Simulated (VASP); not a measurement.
# HgTe (F-43m) in VASP: relaxation of cell and atoms with r2SCAN

Aim: the relaxation of cell and atoms of HgTe with r2SCAN.

Program: VASP 6.6.1. These are calculated values, not measurements. Logs are shortened: lines on timing, memory, paths and dates and some standing lists are left out, and cuts for length are marked.

**1. The cell of the first run**

Symmetry: F-43m, No. 216, cubic system. The conventional cell has a = 6.578 Å, b = 6.578 Å, c = 6.578 Å, α = 90.00°, β = 90.00°, γ = 90.00°. Within 3.8 Å of Hg (site symmetry -43m) lie 4 Te at 2.85 Å. Te (site symmetry -43m) has 4 Hg at 2.85 Å within 3.8 Å.

**2. Relaxation of cell and atoms, r2SCAN**

Contents of POSCAR:

```
HgTe
1.0
    0.0000000000      3.2890253743      3.2890253743
    3.2890253743      0.0000000000      3.2890253743
    3.2890253743      3.2890253743      0.0000000000
Hg Te
1 1
Direct
    0.0000000000      0.0000000000      0.0000000000
    0.7500000000      0.7500000000      0.7500000000
```

Contents of INCAR.step1:

```
  PREC = Accurate
  ENCUT = 550
  ISMEAR = 0
  SIGMA = 0.1
  LREAL = F
  LASPH = T
  NELM = 120
  GGA = PE
  ALGO = Normal
  EDIFF = 1E-5
  LWAVE = T
  LCHARG = F
  GGA_COMPAT = F
  IBRION = 2
  ISIF = 3
  EDIFFG = -0.005
  NELMIN = 4
  NSW = 100
```

Contents of INCAR.step2:

```
  PREC = Accurate
  ENCUT = 550
  EDIFF = 1E-7
  ISMEAR = 0
  SIGMA = 0.1
  LREAL = F
  LASPH = T
  NELM = 120
  ALGO = Normal
  ISIF = 3
  LWAVE = F
  LCHARG = F
  METAGGA = R2SCAN
  LMIXTAU = T
  IBRION = 2
  NSW = 80
  EDIFFG = -0.01
  ISTART = 1
  GGA_COMPAT = F
  NELMIN = 4
```

Contents of KPOINTS:

```
regular mesh
0
Gamma
  12 12 12
```

Potentials or basis: VASP PAW PBE potentials, release 64 (Hg, Te).

The run is started by

```sh
cat potpaw_PBE.64/Hg/POTCAR potpaw_PBE.64/Te/POTCAR > POTCAR
cp INCAR.step1 INCAR
mpirun -np 1 vasp_std > vasp.out
cp INCAR.step2 INCAR
mpirun -np 1 vasp_std > vasp.out
```

OUTCAR:

```text
PREC = Accurate
   ENCUT = 550
   EDIFF = 1E-7
   ISMEAR = 0
   LREAL = F
   LASPH = T
   NELM = 120
   ISIF = 3
   METAGGA = R2SCAN
   IBRION = 2
   NSW = 80
   EDIFFG = -0.01
   ISTART = 1
   NELMIN = 4

 ion  position               nearest neighbor table
   1  0.000  0.000  0.000-   2 2.85   2 2.85   2 2.85   2 2.85
   2  0.750  0.750  0.750-   1 2.85   1 2.85   1 2.85   1 2.85

  LATTYP: Found a face centered cubic cell.
 ALAT       =     6.5780507486

  Lattice vectors:

 A1 = (   0.0000000000,   3.2890253743,   3.2890253743)
 A2 = (   3.2890253743,   0.0000000000,   3.2890253743)
 A3 = (   3.2890253743,   3.2890253743,   0.0000000000)

Analysis of symmetry for initial positions (statically):
=====================================================================
 Subroutine PRICEL returns:
 Original cell was already a primitive cell.

 Routine SETGRP: Setting up the symmetry group for a
 face centered cubic supercell.

 Subroutine GETGRP returns: Found 24 space group operations
 (whereof 24 operations were pure point group operations)
 out of a pool of 48 trial point group operations.

The static configuration has the point symmetry T_d .

Analysis of symmetry for dynamics (positions and initial velocities):
=====================================================================
 Subroutine PRICEL returns:
 Original cell was already a primitive cell.

 Routine SETGRP: Setting up the symmetry group for a
 face centered cubic supercell.

 Subroutine GETGRP returns: Found 24 space group operations
 (whereof 24 operations were pure point group operations)
 out of a pool of 48 trial point group operations.

The dynamic configuration has the point symmetry T_d .

 Subroutine INISYM returns: Found 24 space group operations
 (whereof 24 operations are pure point group operations),
 and found     1 'primitive' translations

----------------------------------------------------------------------------------------

                                     Primitive cell

  volume of cell :      71.1593

  direct lattice vectors                    reciprocal lattice vectors
     0.000000000  3.289025374  3.289025374    -0.152020718  0.152020718  0.152020718
     3.289025374  0.000000000  3.289025374     0.152020718 -0.152020718  0.152020718
     3.289025374  3.289025374  0.000000000     0.152020718  0.152020718 -0.152020718

  length of vectors
     4.651384291  4.651384291  4.651384291     0.263307608  0.263307608  0.263307608

[... 85 lines left out ...]
   NFREE  =      1    steps in history (QN), initial steepest desc. (CG)
   ISIF   =      3    stress and relaxation
   ISYM   =      2    0-nonsym 1-usesym 2-fastsym
   POTIM  = 0.5000    time-step for ionic-motion
   TEBEG  =    0.0;   TEEND  =   0.0 temperature during run
   PSTRESS=    0.0 pullay stress
   NELECT =      18.0000    total number of electrons
   NUPDOWN=      -1.0000    fix difference up-down
   EMIN   =  10.00;   EMAX   =-10.00  energy-range for DOS
   EFERMI =   0.00;   METHOD = LEGACY
   ISMEAR =     0;   SIGMA  =   0.10  broadening in eV -4-tet -1-fermi 0-gaus
   EFERMI_NEDOS =   21; number of points for ismear=-14 and -15
   IALGO  =     38    algorithm
   IMIX   =      4    mixing-type and parameters
     AMIX     =   0.40;   BMIX     =  1.00
     AMIX_MAG =   1.60;   BMIX_MAG =  1.00
  volume/ion in A,a.u.               =      35.58       240.10
  Fermi-wavevector in a.u.,A,eV,Ry     =   1.035353  1.956533 14.584844  1.071956
  Thomas-Fermi vector in A             =   2.169692
   LORBIT       =      0    0 simple, 1 ext, 2 COOP (PROOUT), +10 PAW based schemes
   METAGGA = R2SCAN    functional components
   LHFCALC =     F    Hartree Fock is set to
   AEXX    =    0.0000 exact exchange contribution
   IVDW    =     0    specifies the selected vdW correction
   LEPSILON=     F    determine dielectric tensor
   LRPA    =     F    only Hartree local field effects (RPA)
 conjugate gradient relaxation of ions
 non-spin polarized calculation
 Gauss-broadening in eV      SIGMA  =   0.10
  energy-cutoff  :      550.00
  volume of cell :       71.16
 maximum number of plane-waves:      2120
   NGX = 17   NGY = 17   NGZ = 17

 number of electron      18.0000001 magnetization

 Free energy of the ion-electron system (eV)
  ---------------------------------------------------
  ext. energy  EPLUGINS =         0.00000000
  ---------------------------------------------------
  free energy    TOTEN  =       -75.16459485 eV

  energy without entropy =      -75.16443574  energy(sigma->0) =      -75.16451530

 E-fermi :   2.3868     XC(G=0):  -9.0660

 val. band max:        2.3202656845   @ k =   0.0000   0.0000   0.0000
 cond. band min:       2.8513938976   @ k =   0.0833   0.0000   0.0000
 fundamental gap:      0.5311282132
 Fermi energy:         2.3868359527

 k-point     1 :       0.0000    0.0000    0.0000
  band No.  band energies     occupation
      1      -9.7085      2.00000
      2      -5.0202      2.00000
      3      -5.0202      2.00000
      4      -5.0202      2.00000
      5      -4.5123      2.00000
      6      -4.5123      2.00000
      7       1.7709      2.00000
      8       2.3203      1.65352
      9       2.3203      1.65352
     10       2.3203      1.65352
     11       6.9853      0.00000
     12       6.9853      0.00000
     13       6.9853      0.00000
[... 354 lines left out ...]
  band No.  band energies     occupation
      1      -9.1187      2.00000
      2      -4.8763      2.00000
      3      -4.8591      2.00000
      4      -4.5257      2.00000
      5      -4.5019      2.00000
      6      -4.2003      2.00000
      7      -2.8562      2.00000
      8       0.3123      2.00000
      9       1.1751      2.00000
     10       4.3212      0.00000
     11       7.2598      0.00000
     12       8.3109      0.00000
     13       9.3186      0.00000

 [... further k-points ...]
[... 5 lines left out ...]
  --------------------------------------------------------------------------------------
  -------------------------------------------------------------------------------------
  Total       -0.0156371     -0.0156371     -0.0156371     -0.0000000     -0.0000000      0.0000000
  in kB       -0.3520758     -0.3520758     -0.3520758     -0.0000000     -0.0000000      0.0000000
  external PRESSURE =      -0.3520758 kB  Pullay stress =       0.0000000 kB

 VOLUME and BASIS-vectors are now :
 -----------------------------------------------------------------------------
  energy-cutoff  :      550.00
  volume of cell :       71.16
      direct lattice vectors                 reciprocal lattice vectors
     0.000000000  3.289025374  3.289025374    -0.152020718  0.152020718  0.152020718
     3.289025374  0.000000000  3.289025374     0.152020718 -0.152020718  0.152020718
     3.289025374  3.289025374  0.000000000     0.152020718  0.152020718 -0.152020718

 POSITION                                       TOTAL-FORCE (eV/Angst)
 -----------------------------------------------------------------------------------
      0.00000      0.00000      0.00000        -0.000000     -0.000000     -0.000000
      4.93354      4.93354      4.93354         0.000000      0.000000      0.000000
 -----------------------------------------------------------------------------------
    total drift:                               -0.000000     -0.000000      0.000000

  FREE ENERGIE OF THE ION-ELECTRON SYSTEM (eV)
  ---------------------------------------------------
  free  energy   TOTEN  =       -75.1645948528 eV

  energy  without entropy=      -75.1644357443  energy(sigma->0) =      -75.16451530

 reached required accuracy - stopping structural energy minimisation
```

OUTCAR.step1:

```text
PREC = Accurate
   ENCUT = 550
   ISMEAR = 0
   LREAL = F
   LASPH = T
   NELM = 120
   GGA = PE
[... 675 lines left out ...]
  -------------------------------------------------------------------------------------
  Total       -0.0042554     -0.0042554     -0.0042554      0.0000000      0.0000000      0.0000000
  in kB       -0.0925911     -0.0925911     -0.0925911      0.0000000      0.0000000      0.0000000
  external PRESSURE =      -0.0925911 kB  Pullay stress =       0.0000000 kB
[... 17 lines left out ...]
  FREE ENERGIE OF THE ION-ELECTRON SYSTEM (eV)
  ---------------------------------------------------
  free  energy   TOTEN  =        -3.6512957628 eV

  energy  without entropy=       -3.6511312085  energy(sigma->0) =       -3.65121349

 reached required accuracy - stopping structural energy minimisation
```

It took 12 min on 1 thread of Oxide Virtual Turin-like, shared host; peak memory 0.24 GiB.

What came out:

* Free energy: -75.1646 eV
* Pressure after relaxing: 0.0 GPa
* Band gap on the k mesh: zero (filled and empty bands touch)

Final structure:
```xyz
2
Lattice="0.0000 3.2890 3.2890 3.2890 0.0000 3.2890 3.2890 3.2890 0.0000" Properties=species:S:1:pos:R:3 pbc="T T T"
Hg    0.0000    0.0000    0.0000
Te    4.9335    4.9335    4.9335
```

Caveat: the relaxation stopped at its first step, so nothing moved; semilocal functionals underestimate gaps, and a narrow one can read as zero; the PAW data sets were made with another functional, which shifts forces and pressure a little; spin-orbit coupling is left out, which moves the levels of the heavy elements.

The gap in the log of VASP goes by the Fermi energy; the results here count the filled bands.